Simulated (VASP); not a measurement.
# Mg (I4/mmm) in VASP: a series of runs

Mg is run at these levels: PBEsol; tasks: electric field gradients.

Everything below comes from runs of VASP 6.6.1. Logs are shortened: lines on timing, memory, paths and dates and some standing lists are left out, and cuts for length are marked.

**1. The cell of the first run**

The structure is tetragonal, space group I4/mmm (No. 139). The conventional cell has a = 3.672 Å, b = 3.672 Å, c = 3.359 Å, α = 90.00°, β = 90.00°, γ = 90.00°. Mg (site symmetry 4/mmm) has 14 Mg at 3.09 to 3.67 Å within 4.1 Å.

**2. Electric field gradients, PBEsol**

INCAR reads:

```
SYSTEM = Mg
PREC = Accurate ; ENCUT = 520
EDIFF = 1E-8 ; ISMEAR = -1
SIGMA = 0.05 ; LREAL = .FALSE.
LASPH = .TRUE. ; NELM = 100
ALGO = Normal ; ISIF = 2
LWAVE = .FALSE. ; LCHARG = .FALSE.
GGA = PS ; LEFG = .TRUE.
NBANDS = 7
```

KPOINTS reads:

```
Automatic mesh
0
G
  15 15 15
  0 0 0
```

POSCAR reads:

```
Mg
1.0
   -1.8359916300      1.8359916300      1.6794040200
    1.8359916300     -1.8359916300      1.6794040200
    1.8359916300      1.8359916300     -1.6794040200
Mg
1
Direct
    0.0000000000      0.0000000000      0.0000000000
```

Potentials or basis: VASP PAW PBE potentials, release 64 (Mg).

Launch:

```
> cat potpaw_PBE.64/Mg/POTCAR > POTCAR
> mpirun -np 1 vasp_std > vasp.out
```

OUTCAR:

```text
SYSTEM = Mg
   PREC = Accurate
   ENCUT = 520
   EDIFF = 1E-8
   ISMEAR = -1
   LREAL = .FALSE.
   LASPH = .TRUE.
   NELM = 100
   ISIF = 2
   GGA = PS

 ion  position               nearest neighbor table
   1  0.000  0.000  0.000-

  LATTYP: Found a body centered tetragonal cell.
 ALAT       =     3.6719832600
 C/A-ratio  =     0.9147122419

  Lattice vectors:

 A1 = (  -1.8359916300,   1.8359916300,   1.6794040200)
 A2 = (   1.8359916300,  -1.8359916300,   1.6794040200)
 A3 = (   1.8359916300,   1.8359916300,  -1.6794040200)

Analysis of symmetry for initial positions (statically):
=====================================================================
 Subroutine PRICEL returns:
 Original cell was already a primitive cell.

 Routine SETGRP: Setting up the symmetry group for a
 body centered tetragonal supercell.

 Subroutine GETGRP returns: Found 16 space group operations
 (whereof 16 operations were pure point group operations)
 out of a pool of 16 trial point group operations.

The static configuration has the point symmetry D_4h.

Analysis of symmetry for dynamics (positions and initial velocities):
=====================================================================
 Subroutine PRICEL returns:
 Original cell was already a primitive cell.

 Routine SETGRP: Setting up the symmetry group for a
 body centered tetragonal supercell.

 Subroutine GETGRP returns: Found 16 space group operations
 (whereof 16 operations were pure point group operations)
 out of a pool of 16 trial point group operations.

The dynamic configuration has the point symmetry D_4h.

 Subroutine INISYM returns: Found 16 space group operations
 (whereof 16 operations are pure point group operations),
 and found     1 'primitive' translations

----------------------------------------------------------------------------------------

                                     Primitive cell

  volume of cell :      22.6442

  direct lattice vectors                    reciprocal lattice vectors
    -1.835991630  1.835991630  1.679404020     0.000000000  0.272332396  0.297724665
     1.835991630 -1.835991630  1.679404020     0.272332396  0.000000000  0.297724665
     1.835991630  1.835991630 -1.679404020     0.272332396  0.272332396  0.000000000

  length of vectors
     3.092269133  3.092269133  3.092269133     0.403490905  0.403490905  0.385136168

  position of ions in fractional coordinates (direct lattice)
     0.000000000  0.000000000  0.000000000

  ion indices of the primitive-cell ions
   primitive index   ion index
                 1           1

----------------------------------------------------------------------------------------

 KPOINTS: Automatic mesh

Automatic generation of k-mesh.
 Grid dimensions read from file:
 generate k-points for:   15   15   15

 Generating k-lattice:

  Cartesian coordinates                     Fractional coordinates (reciprocal lattice)
     0.000000000  0.018155493  0.019848311     0.066666667  0.000000000  0.000000000
     0.018155493  0.000000000  0.019848311     0.000000000  0.066666667  0.000000000
     0.018155493  0.018155493  0.000000000     0.000000000  0.000000000  0.066666667

  Length of vectors
     0.026899394  0.026899394  0.025675745

  Shift w.r.t. Gamma in fractional coordinates (k-lattice)
     0.000000000  0.000000000  0.000000000

 Subroutine IBZKPT returns following result:
 ===========================================

 Found    288 irreducible k-points:

 Following reciprocal coordinates:
            Coordinates               Weight
  0.000000  0.000000  0.000000      1.000000
  0.066667  0.000000 -0.000000      8.000000
  0.133333  0.000000 -0.000000      8.000000
  0.200000 -0.000000  0.000000      8.000000
  0.266667  0.000000 -0.000000      8.000000
  0.333333  0.000000 -0.000000      8.000000
[... 16 lines left out ...]
  0.133333  0.133333  0.000000      8.000000
  0.200000  0.133333  0.000000     16.000000
 [... further k-points ...]
   k-points           NKPTS =    288   k-points in BZ     NKDIM =    288   number of bands    NBANDS=      7
   number of dos      NEDOS =    301   number of ions     NIONS =      1
   total plane-waves  NPLWV =  13824
   dimension x,y,z NGX =    24 NGY =   24 NGZ =   24
   dimension x,y,z NGXF=    48 NGYF=   48 NGZF=   48
   ions per type =               1
   NGX,Y,Z   is equivalent  to a cutoff of  12.90, 12.90, 12.90 a.u.
   NGXF,Y,Z  is equivalent  to a cutoff of  25.81, 25.81, 25.81 a.u.
 SYSTEM =  Mg
   PREC   = accura    normal or accurate (medium, high low for compatibility)
   ISTART =      0    job   : 0-new  1-cont  2-samecut
   ICHARG =      2    charge: 1-file 2-atom 10-const
   ISPIN  =      1    spin polarized calculation?
   LNONCOLLINEAR =      F non collinear calculations
   LSORBIT =      F    spin-orbit coupling
   LASPH  =      T    aspherical Exc in radial PAW
   ENCUT  =  520.0 eV  38.22 Ry    6.18 a.u.   5.75  5.75  5.75*2*pi/ulx,y,z
   NELM   =    100;   NELMIN=  2; NELMDL= -5     # of ELM steps
   EDIFF  = 0.1E-07   stopping-criterion for ELM
   LREAL  =      F    real-space projection
   EDIFFG = 0.1E-06   stopping-criterion for IOM
   NSW    =      0    number of steps for IOM
   IBRION =     -1    ionic relax: 0-MD 1-quasi-New 2-CG
   NFREE  =      0    steps in history (QN), initial steepest desc. (CG)
   ISIF   =      2    stress and relaxation
   ISYM   =      2    0-nonsym 1-usesym 2-fastsym
   POTIM  = 0.5000    time-step for ionic-motion
   TEBEG  =    0.0;   TEEND  =   0.0 temperature during run
   PSTRESS=    0.0 pullay stress
   NELECT =       2.0000    total number of electrons
   NUPDOWN=      -1.0000    fix difference up-down
   EMIN   =  10.00;   EMAX   =-10.00  energy-range for DOS
   EFERMI =   0.00;   METHOD = LEGACY
   ISMEAR =    -1;   SIGMA  =   0.05  broadening in eV -4-tet -1-fermi 0-gaus
   EFERMI_NEDOS =   21; number of points for ismear=-14 and -15
   IALGO  =     38    algorithm
   IMIX   =      4    mixing-type and parameters
     AMIX     =   0.40;   BMIX     =  1.00
     AMIX_MAG =   1.60;   BMIX_MAG =  1.00
  volume/ion in A,a.u.               =      22.64       152.81
  Fermi-wavevector in a.u.,A,eV,Ry     =   0.729065  1.377732  7.231974  0.531535
  Thomas-Fermi vector in A             =   1.820694
   LORBIT       =      0    0 simple, 1 ext, 2 COOP (PROOUT), +10 PAW based schemes
   GGA     = PS    functional components
   LHFCALC =     F    Hartree Fock is set to
   AEXX    =    0.0000 exact exchange contribution
   IVDW    =     0    specifies the selected vdW correction
   LEPSILON=     F    determine dielectric tensor
   LRPA    =     F    only Hartree local field effects (RPA)
 non-spin polarized calculation
  energy-cutoff  :      520.00
  volume of cell :       22.64
 maximum number of plane-waves:       620
   NGX = 11   NGY = 11   NGZ = 11

 number of electron       2.0000000 magnetization

 Free energy of the ion-electron system (eV)
  ---------------------------------------------------
  ext. energy  EPLUGINS =         0.00000000
  ---------------------------------------------------
  free energy    TOTEN  =        -1.69322976 eV

  energy without entropy =       -1.68855897  energy(sigma->0) =       -1.69089436

 E-fermi :   2.7106     XC(G=0):  -8.5790

 val. band max:        2.6980635343   @ k =  -0.1333  -0.4667   0.1333
 cond. band min:       2.7117003683   @ k =   0.4000   0.2000   0.0000
 fundamental gap:      0.0136368339
 Fermi energy:         2.7105635029

 k-point     1 :       0.0000    0.0000    0.0000
  band No.  band energies     occupation
      1      -4.3222      2.00000
      2      14.6249      0.00000
      3      16.4769      0.00000
      4      16.4769      0.00000
      5      16.8171      0.00000
      6      17.0414      0.00000
      7      17.0414      0.00000

 k-point     2 :       0.0667    0.0000   -0.0000
  band No.  band energies     occupation
      1      -4.2130      2.00000
      2      14.1419      0.00000
      3      15.1431      0.00000
      4      15.8380      0.00000
      5      15.9124      0.00000
      6      17.7171      0.00000
      7      17.7175      0.00000
[... 201 lines left out ...]
 k-point    23 :       0.1333    0.1333    0.0000
  band No.  band energies     occupation
      1      -2.9821      2.00000
      2      10.2828      0.00000
      3      10.6780      0.00000
      4      12.4629      0.00000
      5      15.9415      0.00000
      6      16.1486      0.00000
      7      18.1395      0.00000

 k-point    24 :       0.2000    0.1333    0.0000
  band No.  band energies     occupation
      1      -2.2125      2.00000
      2       8.2496      0.00000
      3       9.6477      0.00000
      4      11.8790      0.00000
      5      15.2841      0.00000
      6      16.3677      0.00000
      7      18.1485      0.00000

 [... further k-points ...]

------------------------ aborting loop because EDIFF is reached ----------------------------------------

  FORCE on cell =-STRESS in cart. coord.  units (eV):
  Direction    XX          YY          ZZ          XY          YZ          ZX
  --------------------------------------------------------------------------------------
  -------------------------------------------------------------------------------------
  Total       -0.0462168     -0.0462168      0.0057353      0.0000000      0.0000000      0.0000000
  in kB       -3.2700456     -3.2700456      0.4057972      0.0000000      0.0000000      0.0000000
  external PRESSURE =      -2.0447647 kB  Pullay stress =       0.0000000 kB

 VOLUME and BASIS-vectors are now :
 -----------------------------------------------------------------------------
  energy-cutoff  :      520.00
  volume of cell :       22.64
      direct lattice vectors                 reciprocal lattice vectors
    -1.835991630  1.835991630  1.679404020     0.000000000  0.272332396  0.297724665
     1.835991630 -1.835991630  1.679404020     0.272332396  0.000000000  0.297724665
     1.835991630  1.835991630 -1.679404020     0.272332396  0.272332396  0.000000000

 POSITION                                       TOTAL-FORCE (eV/Angst)
 -----------------------------------------------------------------------------------
      0.00000      0.00000      0.00000         0.000000     -0.000000     -0.000000
 -----------------------------------------------------------------------------------
    total drift:                                0.000000     -0.000000     -0.000000

  FREE ENERGIE OF THE ION-ELECTRON SYSTEM (eV)
  ---------------------------------------------------
  free  energy   TOTEN  =        -1.6932297591 eV

  energy  without entropy=       -1.6885589674  energy(sigma->0) =       -1.69089436

 Electric field gradients (V/A^2)
---------------------------------------------------------------------
 ion       V_xx      V_yy      V_zz      V_xy      V_xz      V_yz
---------------------------------------------------------------------
   1       1.133     1.133    -2.266    -0.000    -0.000    -0.000
---------------------------------------------------------------------

 Electric field gradients after diagonalization (V/A^2)
 (convention: |V_zz| > |V_xx| > |V_yy|)
----------------------------------------------------------------------
 ion       V_xx      V_yy      V_zz     asymmetry (V_yy - V_xx)/ V_zz
----------------------------------------------------------------------
   1       1.133     1.133    -2.266       0.000
----------------------------------------------------------------------

           NMR quadrupolar parameters

 Cq : quadrupolar parameter    Cq=e*Q*V_zz/h
 eta: asymmetry parameters     (V_yy - V_xx)/ V_zz
 Q  : nuclear electric quadrupole moment in mb (millibarn)
----------------------------------------------------------------------
 ion       Cq(MHz)       eta       Q (mb)
----------------------------------------------------------------------
   1      -0.005       0.000       1.000
----------------------------------------------------------------------
```

Run time: 15 s. Hardware: 1 thread of Intel Xeon 6975P-C (Granite Rapids), shared host; peak memory 0.16 GiB.

What came out:

- Free energy: -1.6932 eV
- Pressure: -0.2 GPa
- Band gap on the k mesh: zero (band 1 reaches 5.95 eV, above the bottom of band 2 at 1.44 eV)

Electric field gradients, principal values (V/Å²):
| atom | least | middle | greatest (by size) |
| --- | --- | --- | --- |
| 1 Mg | 1.133 | 1.133 | -2.266 |

Caveat: without QUAD_EFG the Cq values of the log hold for a quadrupole moment of 1 mb, not for the nuclei; the PAW data sets were made with another functional, which shifts forces and pressure a little.

(Continued in part 2 of 2.)
